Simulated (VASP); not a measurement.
# Ni (Im-3m) in VASP: notebook

Ni is run at these levels: PBEsol, LDA; tasks: single point.

All numbers are computed with VASP 6.6.1; they aren't measurements. Logs are shortened: lines on timing, memory, paths and dates and some standing lists are left out, and cuts for length are marked.

**1. The cell of the first run**

Symmetry: Im-3m, No. 229, cubic system. Conventional cell: a = 2.749 Å, b = 2.749 Å, c = 2.749 Å, α = 90.00°, β = 90.00°, γ = 90.00°. Ni (site symmetry m-3m) has 14 Ni at 2.38 to 2.75 Å within 3.1 Å.

**2. Single point, PBEsol, collinear spin, ferromagnetic start**

INCAR

```
ALGO     = Normal         # electronic algorithm
EDIFF    = 1E-6           # SCF threshold, eV
ENCUT    = 520            # plane-wave cutoff, eV
GGA      = PS             # functional
ISIF     = 2              # what is computed and relaxed
ISMEAR   = -1             # smearing method
ISPIN    = 2              # spin polarisation
LASPH    = T              # aspherical terms in the spheres
LCHARG   = T              # write CHGCAR
LELF     = T              # ELF
LMAXMIX  = 4              # l up to which the mixer works
LORBIT   = 11             # projections on sites
LREAL    = F              # projectors in reciprocal space
LVHAR    = T            
LWAVE    = F              # write WAVECAR
MAGMOM   = 1              # initial moments
NBANDS   = 15             # bands
NELM     = 150            # most SCF steps
PREC     = Accurate       # precision mode
SIGMA    = 0.05           # smearing width, eV
```

KPOINTS

```
k-points
0
Gamma
  13 13 13
```

POSCAR

```
Ni
1.0
   -1.3744285092      1.3744285092      1.3744285092
    1.3744285092     -1.3744285092      1.3744285092
    1.3744285092      1.3744285092     -1.3744285092
Ni
1
Direct
    0.0000000000      0.0000000000      0.0000000000
```

Potentials or basis: VASP PAW PBE potentials, release 64 (Ni).

On the command line:

```
$ cat potpaw_PBE.64/Ni/POTCAR > POTCAR
$ mpirun -np 1 vasp_std > vasp.out
```

OUTCAR:

```text
EDIFF = 1E-6
   ENCUT = 520
   GGA = PS
   ISIF = 2
   ISMEAR = -1
   ISPIN = 2
   LASPH = T
   LORBIT = 11
   LREAL = F
   NELM = 150
   PREC = Accurate

 ion  position               nearest neighbor table
   1  0.000  0.000  0.000-

  LATTYP: Found a body centered cubic cell.
 ALAT       =     2.7488570184

  Lattice vectors:

 A1 = (  -1.3744285092,   1.3744285092,   1.3744285092)
 A2 = (   1.3744285092,  -1.3744285092,   1.3744285092)
 A3 = (   1.3744285092,   1.3744285092,  -1.3744285092)

Analysis of symmetry for initial positions (statically):
=====================================================================
 Subroutine PRICEL returns:
 Original cell was already a primitive cell.

 Routine SETGRP: Setting up the symmetry group for a
 body centered cubic supercell.

 Subroutine GETGRP returns: Found 48 space group operations
 (whereof 48 operations were pure point group operations)
 out of a pool of 48 trial point group operations.

The static configuration has the point symmetry O_h .

Analysis of symmetry for dynamics (positions and initial velocities):
=====================================================================
 Subroutine PRICEL returns:
 Original cell was already a primitive cell.

 Routine SETGRP: Setting up the symmetry group for a
 body centered cubic supercell.

 Subroutine GETGRP returns: Found 48 space group operations
 (whereof 48 operations were pure point group operations)
 out of a pool of 48 trial point group operations.

The dynamic configuration has the point symmetry O_h .

Analysis of structural, dynamic, and magnetic symmetry:
=====================================================================
 Subroutine PRICEL returns:
 Original cell was already a primitive cell.

 Routine SETGRP: Setting up the symmetry group for a
 body centered cubic supercell.

 Subroutine GETGRP returns: Found 48 space group operations
 (whereof 48 operations were pure point group operations)
 out of a pool of 48 trial point group operations.

The overall configuration has the point symmetry O_h .

 Subroutine INISYM returns: Found 48 space group operations
 (whereof 48 operations are pure point group operations),
 and found     1 'primitive' translations

----------------------------------------------------------------------------------------

                                     Primitive cell

  volume of cell :      10.3855

  direct lattice vectors                    reciprocal lattice vectors
    -1.374428509  1.374428509  1.374428509     0.000000000  0.363787565  0.363787565
[... 126 lines left out ...]
  ext. energy  EPLUGINS =         0.00000000
  ---------------------------------------------------
  free energy    TOTEN  =        -6.03881402 eV

  energy without entropy =       -6.02362546  energy(sigma->0) =       -6.03121974

 E-fermi :   9.7060     XC(G=0): -13.7096

 val. band max:        9.7049256541   @ k =  -0.3077   0.3846   0.0769
 cond. band min:       9.7126893052   @ k =  -0.3846  -0.3846   0.0769
 fundamental gap:      0.0077636511
 Fermi energy:         9.7059519995

 spin component 1

 k-point     1 :       0.0000    0.0000    0.0000
  band No.  band energies     occupation
      1       0.4647      1.00000
      2       7.3108      1.00000
      3       7.3108      1.00000
      4       7.3108      1.00000
      5       8.8085      1.00000
      6       8.8085      1.00000
      7      36.6419      0.00000
      8      36.6419      0.00000
      9      36.6419      0.00000
     10      41.8483      0.00000
     11      41.8483      0.00000
     12      43.2646      0.00000
     13      43.2646      0.00000
     14      43.2646      0.00000
[... 403 lines left out ...]
      4       8.6795      1.00000
      5       8.8927      1.00000
      6       9.4964      0.98509
      7      23.2586      0.00000
      8      27.9091      0.00000
      9      29.4225      0.00000
     10      38.2316      0.00000
     11      42.0143      0.00000
     12      44.7212      0.00000
     13      46.7252      0.00000
     14      50.3646      0.00000
     15      53.2783      0.00000

 [... further k-points ...]

 spin component 2

 k-point     1 :       0.0000    0.0000    0.0000
  band No.  band energies     occupation
      1       0.4822      1.00000
      2       7.9619      1.00000
      3       7.9619      1.00000
      4       7.9619      1.00000
      5       9.3303      0.99945
      6       9.3303      0.99945
      7      36.5852      0.00000
      8      36.5852      0.00000
      9      36.5852      0.00000
     10      41.8234      0.00000
     11      41.8234      0.00000
     12      43.4553      0.00000
     13      43.4553      0.00000
     14      43.4553      0.00000
[... 403 lines left out ...]
      4       9.2358      0.99992
      5       9.4268      0.99625
      6      10.1550      0.00013
      7      23.4297      0.00000
      8      27.9919      0.00000
      9      29.5671      0.00000
     10      38.2461      0.00000
     11      42.1228      0.00000
     12      44.7599      0.00000
     13      46.7907      0.00000
     14      50.4519      0.00000
     15      53.4704      0.00000

 [... further k-points ...]

------------------------ aborting loop because EDIFF is reached ----------------------------------------

  FORCE on cell =-STRESS in cart. coord.  units (eV):
  Direction    XX          YY          ZZ          XY          YZ          ZX
  --------------------------------------------------------------------------------------
  -------------------------------------------------------------------------------------
  Total        0.1237625      0.1237625      0.1237625      0.0000000      0.0000000      0.0000000
  in kB       19.0929512     19.0929512     19.0929512      0.0000000      0.0000000      0.0000000
  external PRESSURE =      19.0929512 kB  Pullay stress =       0.0000000 kB

 VOLUME and BASIS-vectors are now :
 -----------------------------------------------------------------------------
  energy-cutoff  :      520.00
  volume of cell :       10.39
      direct lattice vectors                 reciprocal lattice vectors
    -1.374428509  1.374428509  1.374428509     0.000000000  0.363787565  0.363787565
     1.374428509 -1.374428509  1.374428509     0.363787565  0.000000000  0.363787565
     1.374428509  1.374428509 -1.374428509     0.363787565  0.363787565  0.000000000

 POSITION                                       TOTAL-FORCE (eV/Angst)
 -----------------------------------------------------------------------------------
      0.00000      0.00000      0.00000        -0.000000      0.000000     -0.000000
 -----------------------------------------------------------------------------------
    total drift:                                0.000000     -0.000000      0.000000

  FREE ENERGIE OF THE ION-ELECTRON SYSTEM (eV)
  ---------------------------------------------------
  free  energy   TOTEN  =        -6.0388140247 eV

  energy  without entropy=       -6.0236254583  energy(sigma->0) =       -6.03121974

 total charge

# of ion       s       p       d       tot
------------------------------------------
    1        0.515   0.538   8.351   9.403

 magnetization (x)

# of ion       s       p       d       tot
------------------------------------------
    1       -0.003  -0.014   0.584   0.568
```

It took 14 s on 1 thread of AMD EPYC 9R45 (Zen 5), shared host; peak memory 0.11 GiB.

What came out:

```yaml
Free_energy: -6.0388 eV
Pressure: 1.9 GPa
Net_moment: 0.57 μB per cell
Site_moments: Ni +0.57 μB
Valence_electrons_inside_the_program's_atomic_spheres: Ni 9.40
```

Levels at points of the mesh, in eV from the Fermi level:
Spin up:
```
           k point  band 3  band 4  band 5  band 6  band 7  band 8
(0.00, 0.00, 0.00)   -2.40   -2.40   -0.90   -0.90   26.94   26.94
```
Spin down:
```
           k point  band 2  band 3  band 4  band 5  band 6  band 7  band 8  band 9
(0.00, 0.00, 0.00)   -1.74   -1.74   -1.74   -0.38   -0.38   26.88   26.88   26.88
```

Caveat: the PAW data sets were made with another functional, which shifts forces and pressure a little.

**3. Single point, LDA, collinear spin, ferromagnetic start**

This run uses another cell than the first one, of 10.60 Å³/atom, 1.020 times its volume.

INCAR

```
PREC     = Accurate       # precision mode
ENCUT    = 520            # plane-wave cutoff, eV
EDIFF    = 1E-6           # SCF threshold, eV
ISMEAR   = -1             # smearing method
SIGMA    = 0.05           # smearing width, eV
LREAL    = False          # projectors in reciprocal space
LASPH    = True           # aspherical terms in the spheres
NELM     = 150            # most SCF steps
ALGO     = Fast           # electronic algorithm
ISIF     = 2              # what is computed and relaxed
LWAVE    = False          # write WAVECAR
LCHARG   = True           # write CHGCAR
ISPIN    = 2              # spin polarisation
MAGMOM   = 1              # initial moments
LORBIT   = 11             # projections on sites
LMAXMIX  = 4              # l up to which the mixer works
GGA      = CA             # functional
LELF     = True           # ELF
LVHAR    = True         
NBANDS   = 15             # bands
```

KPOINTS

```
Automatic mesh
0
Gamma
  13 13 13
```

POSCAR

```
Ni
1.0
   -1.3837154700      1.3837154700      1.3837154700
    1.3837154700     -1.3837154700      1.3837154700
    1.3837154700      1.3837154700     -1.3837154700
Ni
1
Direct
    0.0000000000      0.0000000000      0.0000000000
```

Potentials or basis: VASP PAW LDA potentials, release 64 (Ni).

On the command line:

```
$ cat potpaw_LDA.64/Ni/POTCAR > POTCAR
$ mpirun -np 1 vasp_std > vasp.out
```

Run time: 15 s. Hardware: 1 thread of AMD EPYC 9R45 (Zen 5), shared host; peak memory 0.1 GiB.

The run converged. Its results:

```yaml
Free_energy: -6.4662 eV
Pressure: -10.8 GPa
Net_moment: 0.45 μB per cell
Site_moments: Ni +0.45 μB
Valence_electrons_inside_the_program's_atomic_spheres: Ni 9.37
```

Levels at points of the mesh, in eV from the Fermi level:
Spin up:
| k point | band 2 | band 3 | band 4 | band 5 | band 6 | band 7 | band 8 | band 9 |
| --- | --- | --- | --- | --- | --- | --- | --- | --- |
| (0.00, 0.00, 0.00) | -2.23 | -2.23 | -2.23 | -0.78 | -0.78 | 26.81 | 26.81 | 26.81 |
Spin down:
| k point | band 3 | band 4 | band 5 | band 6 | band 7 | band 8 |
| --- | --- | --- | --- | --- | --- | --- |
| (0.00, 0.00, 0.00) | -1.77 | -1.77 | -0.38 | -0.38 | 26.81 | 26.81 |

**4. Single point, PBEsol, collinear spin, ferromagnetic start**

This run uses another cell than the first one, of 10.60 Å³/atom, 1.020 times its volume.

INCAR

```
SYSTEM = Ni
ALGO = Normal
EDIFF = 1E-6
ENCUT = 520
GGA = PS
ISIF = 2
ISMEAR = -1
ISPIN = 2
LASPH = .TRUE.
LCHARG = .TRUE.
LELF = .TRUE.
LMAXMIX = 4
LORBIT = 11
LREAL = .FALSE.
LVHAR = .TRUE.
LWAVE = .FALSE.
MAGMOM = 1
NBANDS = 15
NELM = 150
PREC = Accurate
SIGMA = 0.05
```

KPOINTS

```
k-points
0
G
  13 13 13
  0 0 0
```

POSCAR is that of step 3.

Potentials or basis: VASP PAW PBE potentials, release 64 (Ni).

On the command line:

```
$ cat potpaw_PBE.64/Ni/POTCAR > POTCAR
$ mpirun -np 1 vasp_std > vasp.out
```

Run time: 15 s. Hardware: 1 thread of AMD EPYC 9R45 (Zen 5), shared host; peak memory 0.11 GiB.

Results (log left out):

- Free energy: -6.0384 eV
- Pressure: -2.5 GPa
- Net moment: 0.58 μB per cell
- Site moments: Ni +0.58 μB
- Valence electrons inside the program's atomic spheres: Ni 9.37

Levels at points of the mesh, in eV from the Fermi level:
Spin up:
| k point | band 3 | band 4 | band 5 | band 6 | band 7 | band 8 |
| --- | --- | --- | --- | --- | --- | --- |
| (0.00, 0.00, 0.00) | -2.35 | -2.35 | -0.90 | -0.90 | 26.72 | 26.72 |
Spin down:
```
           k point  band 1  band 2  band 3  band 4  band 5  band 6  band 7  band 8  band 9  band 10
(0.00, 0.00, 0.00)   -9.09   -1.69   -1.69   -1.69   -0.36   -0.36   26.66   26.66   26.66    31.75
```

Caveat: the PAW data sets were made with another functional, which shifts forces and pressure a little.

(Continued in part 2 of 2.)
